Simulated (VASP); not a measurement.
# InP (F-43m) in VASP: single point with PBE

Aim: the single point of InP with PBE.

Everything below comes from runs of VASP 6.6.1. Logs are shortened: lines on timing, memory, paths and dates and some standing lists are left out, and cuts for length are marked.

### Step 1. The cell of the first run

Symmetry: F-43m, No. 216, cubic system. The conventional cell has a = 5.861 Å, b = 5.861 Å, c = 5.861 Å, α = 90.00°, β = 90.00°, γ = 90.00°. Within 3.3 Å of In (site symmetry -43m) lie 4 P at 2.54 Å. Within 3.3 Å of P (site symmetry -43m) lie 4 In at 2.54 Å.

### Step 2. Single point, PBE

Contents of INCAR:

```
SYSTEM = InP
ALGO = Normal
EDIFF = 1E-6
ENCUT = 500
GGA = PE
GGA_COMPAT = .FALSE.
ISIF = 2
ISMEAR = 0
LASPH = .TRUE.
LCHARG = .TRUE.
LELF = .TRUE.
LREAL = .FALSE.
LVHAR = .TRUE.
LWAVE = .FALSE.
NBANDS = 86
NELM = 120
PREC = Accurate
SIGMA = 0.02
```

Contents of KPOINTS:

```
k-points
0
G
  2 2 2
  0 0 0
```

Contents of POSCAR:

```
InP
1.0
    0.0000000000      5.8610000000      5.8610000000
    5.8610000000      0.0000000000      5.8610000000
    5.8610000000      5.8610000000      0.0000000000
In P
8 8
Direct
    0.0000000000      0.0000000000      0.0000000000
    0.0000000000      0.0000000000      0.5000000000
    0.0000000000      0.5000000000      0.0000000000
    0.0000000000      0.5000000000      0.5000000000
    0.5000000000      0.0000000000      0.0000000000
    0.5000000000      0.0000000000      0.5000000000
    0.5000000000      0.5000000000      0.0000000000
    0.5000000000      0.5000000000      0.5000000000
    0.1250000000      0.1250000000      0.1250000000
    0.1250000000      0.1250000000      0.6250000000
    0.1250000000      0.6250000000      0.1250000000
    0.1250000000      0.6250000000      0.6250000000
    0.6250000000      0.1250000000      0.1250000000
    0.6250000000      0.1250000000      0.6250000000
    0.6250000000      0.6250000000      0.1250000000
    0.6250000000      0.6250000000      0.6250000000
```

Potentials or basis: VASP PAW PBE potentials, release 64 (In_d, P).

Started as:

```console
$ cat potpaw_PBE.64/In_d/POTCAR potpaw_PBE.64/P/POTCAR > POTCAR
$ mpirun -np 1 vasp_std > vasp.out
```

OUTCAR:

```text
SYSTEM = InP
   EDIFF = 1E-6
   ENCUT = 500
   GGA = PE
   ISIF = 2
   ISMEAR = 0
   LASPH = .TRUE.
   LREAL = .FALSE.
   NELM = 120
   PREC = Accurate

 ion  position               nearest neighbor table
   1  0.000  0.000  0.000-  10 2.54  11 2.54  13 2.54   9 2.54
   2  0.000  0.000  0.500-   9 2.54  12 2.54  14 2.54  10 2.54
   3  0.000  0.500  0.000-   9 2.54  12 2.54  15 2.54  11 2.54
   4  0.000  0.500  0.500-  10 2.54  11 2.54  16 2.54  12 2.54
   5  0.500  0.000  0.000-   9 2.54  14 2.54  15 2.54  13 2.54
   6  0.500  0.000  0.500-  10 2.54  13 2.54  16 2.54  14 2.54
[... 8 lines left out ...]
  15  0.625  0.625  0.125-   3 2.54   5 2.54   8 2.54   7 2.54
  16  0.625  0.625  0.625-   4 2.54   6 2.54   7 2.54   8 2.54

  LATTYP: Found a face centered cubic cell.
 ALAT       =    11.7220000000

  Lattice vectors:

 A1 = (   0.0000000000,   5.8610000000,   5.8610000000)
 A2 = (   5.8610000000,   0.0000000000,   5.8610000000)
 A3 = (   5.8610000000,   5.8610000000,   0.0000000000)

Analysis of symmetry for initial positions (statically):
=====================================================================
 Subroutine PRICEL returns following result:

  LATTYP: Found a face centered cubic cell.
 ALAT       =     5.8610000000

  Lattice vectors:

 A1 = (   0.0000000000,   2.9305000000,   2.9305000000)
 A2 = (   2.9305000000,   0.0000000000,   2.9305000000)
 A3 = (   2.9305000000,   2.9305000000,   0.0000000000)

   8 primitive cells build up your supercell.

 Routine SETGRP: Setting up the symmetry group for a
 face centered cubic supercell.

 Subroutine GETGRP returns: Found 24 space group operations
 (whereof 24 operations were pure point group operations)
 out of a pool of 48 trial point group operations.

The static configuration has the point symmetry T_d .

Analysis of symmetry for dynamics (positions and initial velocities):
=====================================================================
 Subroutine PRICEL returns following result:

  LATTYP: Found a face centered cubic cell.
 ALAT       =     5.8610000000

  Lattice vectors:

 A1 = (   0.0000000000,   2.9305000000,   2.9305000000)
 A2 = (   2.9305000000,   0.0000000000,   2.9305000000)
 A3 = (   2.9305000000,   2.9305000000,   0.0000000000)

   8 primitive cells build up your supercell.

 Routine SETGRP: Setting up the symmetry group for a
 face centered cubic supercell.

 Subroutine GETGRP returns: Found 24 space group operations
 (whereof 24 operations were pure point group operations)
 out of a pool of 48 trial point group operations.

The dynamic configuration has the point symmetry T_d .

 Subroutine INISYM returns: Found 24 space group operations
 (whereof 24 operations are pure point group operations),
 and found     8 'primitive' translations

----------------------------------------------------------------------------------------

                                     Primitive cell

  volume of cell :      50.3333

  direct lattice vectors                    reciprocal lattice vectors
     0.000000000  2.930500000  2.930500000    -0.170619348  0.170619348  0.170619348
     2.930500000  0.000000000  2.930500000     0.170619348 -0.170619348  0.170619348
     2.930500000  2.930500000  0.000000000     0.170619348  0.170619348 -0.170619348

  length of vectors
     4.144352845  4.144352845  4.144352845     0.295521380  0.295521380  0.295521380

  position of ions in fractional coordinates (direct lattice)
     0.000000000  0.000000000  0.000000000
     0.250000000  0.250000000  0.250000000

  ion indices of the primitive-cell ions
   primitive index   ion index
                 1           1
                 2           9

----------------------------------------------------------------------------------------

 KPOINTS: k-points

Automatic generation of k-mesh.
 Grid dimensions read from file:
 generate k-points for:    2    2    2

 Generating k-lattice:

  Cartesian coordinates                     Fractional coordinates (reciprocal lattice)
    -0.042654837  0.042654837  0.042654837     0.500000000  0.000000000  0.000000000
     0.042654837 -0.042654837  0.042654837     0.000000000  0.500000000  0.000000000
     0.042654837  0.042654837 -0.042654837     0.000000000  0.000000000  0.500000000

  Length of vectors
     0.073880345  0.073880345  0.073880345

  Shift w.r.t. Gamma in fractional coordinates (k-lattice)
     0.000000000  0.000000000  0.000000000

 Subroutine IBZKPT returns following result:
 ===========================================

 Found      3 irreducible k-points:

 Following reciprocal coordinates:
            Coordinates               Weight
  0.000000  0.000000  0.000000      1.000000
  0.500000  0.000000  0.000000      4.000000
  0.500000  0.500000  0.000000      3.000000
   k-points           NKPTS =      3   k-points in BZ     NKDIM =      3   number of bands    NBANDS=     86
   number of dos      NEDOS =    301   number of ions     NIONS =     16
   total plane-waves  NPLWV = 216000
   dimension x,y,z NGX =    60 NGY =   60 NGZ =   60
   dimension x,y,z NGXF=   120 NGYF=  120 NGZF=  120
   ions per type =               8   8
   NGX,Y,Z   is equivalent  to a cutoff of  12.03, 12.03, 12.03 a.u.
   NGXF,Y,Z  is equivalent  to a cutoff of  24.07, 24.07, 24.07 a.u.
 SYSTEM =  InP
   PREC   = accura    normal or accurate (medium, high low for compatibility)
   ISTART =      0    job   : 0-new  1-cont  2-samecut
   ICHARG =      2    charge: 1-file 2-atom 10-const
   ISPIN  =      1    spin polarized calculation?
   LNONCOLLINEAR =      F non collinear calculations
   LSORBIT =      F    spin-orbit coupling
   LASPH  =      T    aspherical Exc in radial PAW
   ENCUT  =  500.0 eV  36.75 Ry    6.06 a.u.  15.11 15.11 15.11*2*pi/ulx,y,z
   NELM   =    120;   NELMIN=  2; NELMDL= -5     # of ELM steps
   EDIFF  = 0.1E-05   stopping-criterion for ELM
   LREAL  =      F    real-space projection
   EDIFFG = 0.1E-04   stopping-criterion for IOM
   NSW    =      0    number of steps for IOM
   IBRION =     -1    ionic relax: 0-MD 1-quasi-New 2-CG
   NFREE  =      0    steps in history (QN), initial steepest desc. (CG)
   ISIF   =      2    stress and relaxation
   ISYM   =      2    0-nonsym 1-usesym 2-fastsym
   POTIM  = 0.5000    time-step for ionic-motion
   TEBEG  =    0.0;   TEEND  =   0.0 temperature during run
   PSTRESS=    0.0 pullay stress
   NELECT =     144.0000    total number of electrons
   NUPDOWN=      -1.0000    fix difference up-down
   EMIN   =  10.00;   EMAX   =-10.00  energy-range for DOS
   EFERMI =   0.00;   METHOD = LEGACY
   ISMEAR =     0;   SIGMA  =   0.02  broadening in eV -4-tet -1-fermi 0-gaus
   EFERMI_NEDOS =   21; number of points for ismear=-14 and -15
   IALGO  =     38    algorithm
   IMIX   =      4    mixing-type and parameters
     AMIX     =   0.40;   BMIX     =  1.00
     AMIX_MAG =   1.60;   BMIX_MAG =  1.00
  volume/ion in A,a.u.               =      25.17       169.83
  Fermi-wavevector in a.u.,A,eV,Ry     =   1.162021  2.195901 18.371846  1.350293
  Thomas-Fermi vector in A             =   2.298587
   LORBIT       =      0    0 simple, 1 ext, 2 COOP (PROOUT), +10 PAW based schemes
   GGA     = PE    functional components
   LHFCALC =     F    Hartree Fock is set to
   AEXX    =    0.0000 exact exchange contribution
   IVDW    =     0    specifies the selected vdW correction
   LEPSILON=     F    determine dielectric tensor
   LRPA    =     F    only Hartree local field effects (RPA)
 non-spin polarized calculation
 Gauss-broadening in eV      SIGMA  =   0.02
  energy-cutoff  :      500.00
  volume of cell :      402.67
 maximum number of plane-waves:     10272
   NGX = 31   NGY = 31   NGZ = 31

 number of electron     144.0000071 magnetization

 Free energy of the ion-electron system (eV)
  ---------------------------------------------------
  ext. energy  EPLUGINS =         0.00000000
  ---------------------------------------------------
  free energy    TOTEN  =       -66.17752372 eV

  energy without entropy =      -66.17752372  energy(sigma->0) =      -66.17752372

 E-fermi :   5.3443     XC(G=0):  -9.2627

 val. band max:        5.2339179645   @ k =   0.0000   0.0000   0.0000
 cond. band min:       5.9325864748   @ k =   0.0000   0.0000   0.0000
 fundamental gap:      0.6986685103
 Fermi energy:         5.3442868973

 k-point     1 :       0.0000    0.0000    0.0000
  band No.  band energies     occupation
      1      -9.1824      2.00000
      2      -9.1824      2.00000
      3      -9.1824      2.00000
      4      -9.1165      2.00000
      5      -9.1165      2.00000
      6      -9.1165      2.00000
[... 76 lines left out ...]
     83       7.4817      0.00000
     84       9.2944      0.00000

 k-point     2 :       0.5000    0.0000    0.0000
  band No.  band energies     occupation
      1      -9.1396      2.00000
      2      -9.1396      2.00000
      3      -9.1396      2.00000
      4      -9.1396      2.00000
      5      -9.1396      2.00000
      6      -9.1396      2.00000
[... 76 lines left out ...]
     83       9.6001      0.00000
     84       9.6001      0.00000

 k-point     3 :       0.5000    0.5000    0.0000
  band No.  band energies     occupation
      1      -9.1487      2.00000
      2      -9.1487      2.00000
      3      -9.1110      2.00000
      4      -9.1110      2.00000
      5      -9.1110      2.00000
      6      -9.1110      2.00000
[... 76 lines left out ...]
     83       9.6008      0.00000
     84       9.6008      0.00000
 [bands above 84 left out]

------------------------ aborting loop because EDIFF is reached ----------------------------------------

  FORCE on cell =-STRESS in cart. coord.  units (eV):
  Direction    XX          YY          ZZ          XY          YZ          ZX
  --------------------------------------------------------------------------------------
  -------------------------------------------------------------------------------------
  Total        8.7521975      8.7521975      8.7521975      0.0000000      0.0000000      0.0000000
  in kB       34.8243110     34.8243110     34.8243110      0.0000000      0.0000000      0.0000000
  external PRESSURE =      34.8243110 kB  Pullay stress =       0.0000000 kB

 VOLUME and BASIS-vectors are now :
 -----------------------------------------------------------------------------
  energy-cutoff  :      500.00
  volume of cell :      402.67
      direct lattice vectors                 reciprocal lattice vectors
     0.000000000  5.861000000  5.861000000    -0.085309674  0.085309674  0.085309674
     5.861000000  0.000000000  5.861000000     0.085309674 -0.085309674  0.085309674
     5.861000000  5.861000000  0.000000000     0.085309674  0.085309674 -0.085309674

 POSITION                                       TOTAL-FORCE (eV/Angst)
 -----------------------------------------------------------------------------------
      0.00000      0.00000      0.00000         0.000000      0.000000      0.000000
      2.93050      2.93050      0.00000         0.000000      0.000000      0.000000
      2.93050      0.00000      2.93050         0.000000      0.000000      0.000000
      5.86100      2.93050      2.93050         0.000000      0.000000      0.000000
      0.00000      2.93050      2.93050         0.000000      0.000000      0.000000
      2.93050      5.86100      2.93050         0.000000      0.000000      0.000000
[... 8 lines left out ...]
      4.39575      4.39575      7.32625        -0.000000     -0.000000     -0.000000
      7.32625      7.32625      7.32625        -0.000000     -0.000000     -0.000000
 -----------------------------------------------------------------------------------
    total drift:                                0.000001      0.000001      0.000000

  FREE ENERGIE OF THE ION-ELECTRON SYSTEM (eV)
  ---------------------------------------------------
  free  energy   TOTEN  =       -66.1775237201 eV

  energy  without entropy=      -66.1775237201  energy(sigma->0) =      -66.17752372
```

It took 2.3 min on 1 thread of AMD EPYC 9R45 (Zen 5), shared host; peak memory 0.49 GiB.

What came out:

```
Free energy            : -66.1775 eV
Pressure               : 3.5 GPa
Band gap on the k mesh : 0.70 eV
```

Caveat: the k points lie up to 0.46 Å⁻¹ apart; spin-orbit coupling is left out, which moves the levels of the heavy elements. As with any semilocal functional, this PBE gap is likely too small.
